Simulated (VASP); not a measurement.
# Mg in VASP: notebook

Mg is run at these levels: r2SCAN; tasks: single point.

All numbers are computed with VASP 6.6.1; they aren't measurements. Logs are shortened: lines on timing, memory, paths and dates and some standing lists are left out, and cuts for length are marked.

### 1 The cell of the first run

The structure is cubic, space group Im-3m (No. 229). The conventional cell has a = 2.953 Å, b = 2.953 Å, c = 2.953 Å, α = 90.00°, β = 90.00°, γ = 90.00°. Within 3.4 Å of Mg (site symmetry m-3m) lie 14 Mg at 2.56 to 2.95 Å.

This isn't the form of Mg at room conditions, which is hcp.

### 2 Single point, r2SCAN

Input file POSCAR:

```
Mg
1.0
   -1.4765000000      1.4765000000      1.4765000000
    1.4765000000     -1.4765000000      1.4765000000
    1.4765000000      1.4765000000     -1.4765000000
Mg
1
Direct
    0.0000000000      0.0000000000      0.0000000000
```

Input file INCAR.step1:

```
SYSTEM = Mg
PREC = Accurate ; ENCUT = 520
ISMEAR = -1 ; SIGMA = 0.1
LREAL = .False. ; LASPH = .True.
NELM = 60 ; NBANDS = 7
GGA = PE ; ALGO = Normal
EDIFF = 1E-4 ; LWAVE = .True.
LCHARG = .False.
```

Input file INCAR.step2:

```
SYSTEM = Mg
PREC = Accurate ; ENCUT = 520
EDIFF = 1E-6 ; ISMEAR = -1
SIGMA = 0.1 ; LREAL = .False.
LASPH = .True. ; NELM = 60
ALGO = Normal ; ISIF = 2
LWAVE = .False. ; LCHARG = .False.
METAGGA = R2SCAN ; LMIXTAU = .True.
NBANDS = 7 ; ISTART = 1
```

Input file KPOINTS:

```
Automatic mesh
0
Gamma
  16 16 16
  0 0 0
```

Potentials or basis: VASP PAW PBE potentials, release 64 (Mg).

Launch:

```console
$ cat potpaw_PBE.64/Mg/POTCAR > POTCAR
$ cp INCAR.step1 INCAR
$ mpirun -np 1 vasp_std > vasp.out
$ cp INCAR.step2 INCAR
$ mpirun -np 1 vasp_std > vasp.out
```

OUTCAR:

```text
SYSTEM = Mg
   PREC = Accurate
   ENCUT = 520
   EDIFF = 1E-6
   ISMEAR = -1
   LREAL = .False.
   LASPH = .True.
   NELM = 60
   ISIF = 2
   METAGGA = R2SCAN
   ISTART = 1

 ion  position               nearest neighbor table
   1  0.000  0.000  0.000-

  LATTYP: Found a body centered cubic cell.
 ALAT       =     2.9530000000

  Lattice vectors:

 A1 = (  -1.4765000000,   1.4765000000,   1.4765000000)
 A2 = (   1.4765000000,  -1.4765000000,   1.4765000000)
 A3 = (   1.4765000000,   1.4765000000,  -1.4765000000)

Analysis of symmetry for initial positions (statically):
=====================================================================
 Subroutine PRICEL returns:
 Original cell was already a primitive cell.

 Routine SETGRP: Setting up the symmetry group for a
 body centered cubic supercell.

 Subroutine GETGRP returns: Found 48 space group operations
 (whereof 48 operations were pure point group operations)
 out of a pool of 48 trial point group operations.

The static configuration has the point symmetry O_h .

Analysis of symmetry for dynamics (positions and initial velocities):
=====================================================================
 Subroutine PRICEL returns:
 Original cell was already a primitive cell.

 Routine SETGRP: Setting up the symmetry group for a
 body centered cubic supercell.

 Subroutine GETGRP returns: Found 48 space group operations
 (whereof 48 operations were pure point group operations)
 out of a pool of 48 trial point group operations.

The dynamic configuration has the point symmetry O_h .

 Subroutine INISYM returns: Found 48 space group operations
 (whereof 48 operations are pure point group operations),
 and found     1 'primitive' translations

----------------------------------------------------------------------------------------

                                     Primitive cell

  volume of cell :      12.8754

  direct lattice vectors                    reciprocal lattice vectors
    -1.476500000  1.476500000  1.476500000     0.000000000  0.338638673  0.338638673
     1.476500000 -1.476500000  1.476500000     0.338638673  0.000000000  0.338638673
     1.476500000  1.476500000 -1.476500000     0.338638673  0.338638673  0.000000000

  length of vectors
     2.557373017  2.557373017  2.557373017     0.478907403  0.478907403  0.478907403

[... 77 lines left out ...]
   NELM   =     60;   NELMIN=  2; NELMDL=  0     # of ELM steps
   EDIFF  = 0.1E-05   stopping-criterion for ELM
   LREAL  =      F    real-space projection
   EDIFFG = 0.1E-04   stopping-criterion for IOM
   NSW    =      0    number of steps for IOM
   IBRION =     -1    ionic relax: 0-MD 1-quasi-New 2-CG
   NFREE  =      0    steps in history (QN), initial steepest desc. (CG)
   ISIF   =      2    stress and relaxation
   ISYM   =      2    0-nonsym 1-usesym 2-fastsym
   POTIM  = 0.5000    time-step for ionic-motion
   TEBEG  =    0.0;   TEEND  =   0.0 temperature during run
   PSTRESS=    0.0 pullay stress
   NELECT =       2.0000    total number of electrons
   NUPDOWN=      -1.0000    fix difference up-down
   EMIN   =  10.00;   EMAX   =-10.00  energy-range for DOS
   EFERMI =   0.00;   METHOD = LEGACY
   ISMEAR =    -1;   SIGMA  =   0.10  broadening in eV -4-tet -1-fermi 0-gaus
   EFERMI_NEDOS =   21; number of points for ismear=-14 and -15
   IALGO  =     38    algorithm
   IMIX   =      4    mixing-type and parameters
     AMIX     =   0.40;   BMIX     =  1.00
     AMIX_MAG =   1.60;   BMIX_MAG =  1.00
  volume/ion in A,a.u.               =      12.88        86.89
  Fermi-wavevector in a.u.,A,eV,Ry     =   0.880031  1.663018 10.537098  0.774455
  Thomas-Fermi vector in A             =   2.000336
   LORBIT       =      0    0 simple, 1 ext, 2 COOP (PROOUT), +10 PAW based schemes
   METAGGA = R2SCAN    functional components
   LHFCALC =     F    Hartree Fock is set to
   AEXX    =    0.0000 exact exchange contribution
   IVDW    =     0    specifies the selected vdW correction
   LEPSILON=     F    determine dielectric tensor
   LRPA    =     F    only Hartree local field effects (RPA)
 non-spin polarized calculation
  energy-cutoff  :      520.00
  volume of cell :       12.88
 maximum number of plane-waves:       370
   NGX =  9   NGY =  9   NGZ =  9

 number of electron       2.0000000 magnetization

 Free energy of the ion-electron system (eV)
  ---------------------------------------------------
  ext. energy  EPLUGINS =         0.00000000
  ---------------------------------------------------
  free energy    TOTEN  =        -2.93181987 eV

  energy without entropy =       -2.92320559  energy(sigma->0) =       -2.92751273

 E-fermi :   6.5649     XC(G=0): -11.1552

 val. band max:        6.5474758856   @ k =   0.3750   0.1250   0.1250
 cond. band min:       6.6107026176   @ k =   0.3125   0.3125   0.0625
 fundamental gap:      0.0632267319
 Fermi energy:         6.5649385818

 k-point     1 :       0.0000    0.0000    0.0000
  band No.  band energies     occupation
      1      -3.8072      2.00000
      2      25.0929      0.00000
      3      25.0929      0.00000
      4      25.0929      0.00000
      5      27.9573      0.00000
      6      27.9573      0.00000
      7      29.5805      0.00000
[... 221 lines left out ...]
 k-point    24 :       0.2500    0.1875    0.0000
  band No.  band energies     occupation
      1       1.2505      2.00000
      2      11.0129      0.00000
      3      14.0969      0.00000
      4      21.3808      0.00000
      5      25.3661      0.00000
      6      29.1952      0.00000
      7      32.5395      0.00000

 [... further k-points ...]

------------------------ aborting loop because EDIFF is reached ----------------------------------------

  FORCE on cell =-STRESS in cart. coord.  units (eV):
  Direction    XX          YY          ZZ          XY          YZ          ZX
  --------------------------------------------------------------------------------------
  -------------------------------------------------------------------------------------
  Total        5.0901430      5.0901430      5.0901430      0.0000000      0.0000000     -0.0000000
  in kB      633.4031476    633.4031476    633.4031476      0.0000000      0.0000000     -0.0000000
  external PRESSURE =     633.4031476 kB  Pullay stress =       0.0000000 kB

 VOLUME and BASIS-vectors are now :
 -----------------------------------------------------------------------------
  energy-cutoff  :      520.00
  volume of cell :       12.88
      direct lattice vectors                 reciprocal lattice vectors
    -1.476500000  1.476500000  1.476500000     0.000000000  0.338638673  0.338638673
     1.476500000 -1.476500000  1.476500000     0.338638673  0.000000000  0.338638673
     1.476500000  1.476500000 -1.476500000     0.338638673  0.338638673  0.000000000

 POSITION                                       TOTAL-FORCE (eV/Angst)
 -----------------------------------------------------------------------------------
      0.00000      0.00000      0.00000         0.000000      0.000000     -0.000000
 -----------------------------------------------------------------------------------
    total drift:                                0.000000     -0.000000     -0.000000

  FREE ENERGIE OF THE ION-ELECTRON SYSTEM (eV)
  ---------------------------------------------------
  free  energy   TOTEN  =        -2.9318198739 eV

  energy  without entropy=       -2.9232055895  energy(sigma->0) =       -2.92751273
```

Wall time 25 s (1 thread of AMD EPYC 9R45 (Zen 5), shared host); peak memory 0.1 GiB.

What came out:

```yaml
Free_energy: -2.9318 eV
Pressure: 63.3 GPa
Band_gap_on_the_k_mesh: zero (bands 1 and 2 overlap by 4.94 eV)
```

Caveat: the cell stands under pressure; the PAW data sets were made with another functional, which shifts forces and pressure a little.

### 3 Single point, r2SCAN

This run uses another cell than the first one, of 12.62 Å³/atom.

Input file POSCAR:

```
Mg
1.0
   -1.4617350000      1.4617350000      1.4765000000
    1.4617350000     -1.4617350000      1.4765000000
    1.4617350000      1.4617350000     -1.4765000000
Mg
1
Direct
    0.0000000000      0.0000000000      0.0000000000
```

Input file INCAR.step1:

```
PREC = Accurate
ENCUT = 520
ISMEAR = -1
SIGMA = 0.1
LREAL = False
LASPH = True
NELM = 60
NBANDS = 7
GGA = PE
ALGO = Normal
EDIFF = 1E-4
LWAVE = True
LCHARG = False
```

Input file INCAR.step2:

```
PREC = Accurate
ENCUT = 520
EDIFF = 1E-6
ISMEAR = -1
SIGMA = 0.1
LREAL = False
LASPH = True
NELM = 60
ALGO = Normal
ISIF = 2
LWAVE = False
LCHARG = True
METAGGA = R2SCAN
LMIXTAU = True
LELF = True
LVHAR = True
NBANDS = 7
ISTART = 1
```

Input file KPOINTS:

```
regular mesh
0
Gamma
  16 16 16
```

Potentials or basis: VASP PAW PBE potentials, release 64 (Mg).

Launch:

```console
$ cat potpaw_PBE.64/Mg/POTCAR > POTCAR
$ cp INCAR.step1 INCAR
$ mpirun -np 1 vasp_std > vasp.out
$ cp INCAR.step2 INCAR
$ mpirun -np 1 vasp_std > vasp.out
```

It took 53 s on 1 thread of AMD EPYC 9R45 (Zen 5), shared host; peak memory 0.12 GiB.

The run converged. Its results:

| Quantity | Value |
| --- | --- |
| Free energy | -2.8265 eV |
| Pressure | 68.2 GPa |
| Band gap on the k mesh | zero (bands 1 and 2 overlap by 4.86 eV) |

Stress tensor (GPa, compression positive):
```
68.52  0.00  0.00
 0.00 68.52  0.00
 0.00  0.00 67.64
```

Levels at points of the mesh, in eV from the Fermi level:
| k point | band 1 | band 2 | band 3 | band 4 |
| --- | --- | --- | --- | --- |
| (0.00, 0.00, 0.00) | -10.49 | 18.61 | 18.61 | 18.92 |
| (0.50, 0.00, 0.00) | -2.59 | -0.93 | 11.65 | 15.70 |
| (0.50, 0.50, 0.00) | -2.51 | -0.85 | 11.38 | 15.45 |
| (0.50, 0.50, 0.50) | 3.94 | 4.10 | 6.40 | 6.78 |

Caveat: the cell stands under pressure; the PAW data sets were made with another functional, which shifts forces and pressure a little.

### 4 Single point, r2SCAN

This run uses another cell than the first one, of 12.70 Å³/atom.

Input file POSCAR:

```
Mg
1.0
   -1.4666566667      1.4666566667      1.4765000000
    1.4666566667     -1.4666566667      1.4765000000
    1.4666566667      1.4666566667     -1.4765000000
Mg
1
Direct
    0.0000000000      0.0000000000      0.0000000000
```

Input file INCAR.step1:

```
PREC = Accurate ; ENCUT = 520
ISMEAR = -1 ; SIGMA = 0.1
LREAL = False ; LASPH = True
NELM = 60 ; NBANDS = 7
GGA = PE ; ALGO = Normal
EDIFF = 1E-4 ; LWAVE = True
LCHARG = False
```

Input file INCAR.step2:

```
PREC = Accurate ; ENCUT = 520
EDIFF = 1E-7 ; ISMEAR = -1
SIGMA = 0.1 ; LREAL = False
LASPH = True ; NELM = 60
ALGO = Normal ; ISIF = 2
LWAVE = False ; LCHARG = False
METAGGA = R2SCAN ; LMIXTAU = True
NBANDS = 7 ; ISTART = 1
```

KPOINTS is that of step 3.

Launch:

```console
$ cat potpaw_PBE.64/Mg/POTCAR > POTCAR
$ cp INCAR.step1 INCAR
$ mpirun -np 1 vasp_std > vasp.out
$ cp INCAR.step2 INCAR
$ mpirun -np 1 vasp_std > vasp.out
```

Wall time 67 s (1 thread of AMD EPYC 9R45 (Zen 5), shared host); peak memory 0.12 GiB.

It converged, with:

* Free energy: -2.8624 eV
* Pressure: 66.6 GPa
* Band gap on the k mesh: zero (bands 1 and 2 overlap by 4.89 eV)

Stress tensor (GPa, compression positive):
```
66.76  0.00  0.00
 0.00 66.76  0.00
 0.00  0.00 66.18
```

Levels at points of the mesh, in eV from the Fermi level:
```
           k point  band 1  band 2  band 3  band 4
(0.00, 0.00, 0.00)  -10.45   18.58   18.58   18.79
(0.50, 0.00, 0.00)   -2.58   -0.92   11.59   15.61
(0.50, 0.50, 0.00)   -2.52   -0.87   11.41   15.44
(0.50, 0.50, 0.50)    3.97    4.08    6.45    6.70
```

Caveat: the cell stands under pressure; the PAW data sets were made with another functional, which shifts forces and pressure a little.

### 5 Single point, r2SCAN

This run uses another cell than the first one, of 12.79 Å³/atom.

Input file POSCAR:

```
Mg
1.0
   -1.4715783333      1.4715783333      1.4765000000
    1.4715783333     -1.4715783333      1.4765000000
    1.4715783333      1.4715783333     -1.4765000000
Mg
1
Direct
    0.0000000000      0.0000000000      0.0000000000
```

Input file INCAR.step1:

```
SYSTEM = Mg
ALGO = Normal ; EDIFF = 1E-4
ENCUT = 520 ; GGA = PE
ISMEAR = -1 ; LASPH = .True.
LCHARG = .False. ; LREAL = .False.
LWAVE = .True. ; NBANDS = 7
NELM = 100 ; PREC = Accurate
SIGMA = 0.1
```

Input file INCAR.step2:

```
SYSTEM = Mg
ALGO = Normal ; EDIFF = 1E-6
ENCUT = 520 ; ISIF = 2
ISMEAR = -1 ; ISTART = 1
LASPH = .True. ; LCHARG = .False.
LMIXTAU = .True. ; LREAL = .False.
LWAVE = .False. ; METAGGA = R2SCAN
NBANDS = 7 ; NELM = 100
PREC = Accurate ; SIGMA = 0.1
```

Input file KPOINTS:

```
k-points
0
Gamma
  16 16 16
  0 0 0
```

Launch:

```console
$ cat potpaw_PBE.64/Mg/POTCAR > POTCAR
$ cp INCAR.step1 INCAR
$ mpirun -np 1 vasp_std > vasp.out
$ cp INCAR.step2 INCAR
$ mpirun -np 1 vasp_std > vasp.out
```

Run time: 57 s. Hardware: 1 thread of AMD EPYC 9R45 (Zen 5), shared host; peak memory 0.12 GiB.

Results (log left out):

```
Free energy            : -2.8975 eV
Pressure               : 64.9 GPa
Band gap on the k mesh : zero (bands 1 and 2 overlap by 4.91 eV)
```

Stress tensor (GPa, compression positive):
```
65.03  0.00  0.00
 0.00 65.03  0.00
 0.00  0.00 64.74
```

Levels at points of the mesh, in eV from the Fermi level:
```csv
k point,band 1,band 2,band 3,band 4,band 5
"(0.00, 0.00, 0.00)",-10.41,18.55,18.55,18.66,21.41
"(0.50, 0.00, 0.00)",-2.56,-0.91,11.54,15.52,16.21
"(0.50, 0.50, 0.00)",-2.53,-0.88,11.44,15.44,16.11
"(0.50, 0.50, 0.50)",4.01,4.06,6.49,6.62,6.62
```

Caveat: the cell stands under pressure; the PAW data sets were made with another functional, which shifts forces and pressure a little.

### 6 Summary

```csv
cell,gap on the mesh (eV),pressure (GPa)
"a = 2.557 Å, angles 109.5°, 1 atom",none,63.3
"a = 2.540 Å, angles 109.7, 109.7, 108.9°, 1 atom",none,68.2
"a = 2.546 Å, angles 109.7, 109.7, 109.1°, 1 atom",none,66.6
"a = 2.552 Å, angles 109.6, 109.6, 109.3°, 1 atom",none,64.9
```

Alike in all rows: task single point; level r2SCAN; potentials or basis VASP PAW PBE potentials, release 64 (Mg); no spin polarisation; k mesh 16 × 16 × 16; cutoff (eV) 520; smearing fermi-dirac 0.1 eV.

Caveats: the cell stands under pressure; the PAW data sets were made with another functional, which shifts forces and pressure a little.

Absolute energies hang on the potentials; compare differences alone.
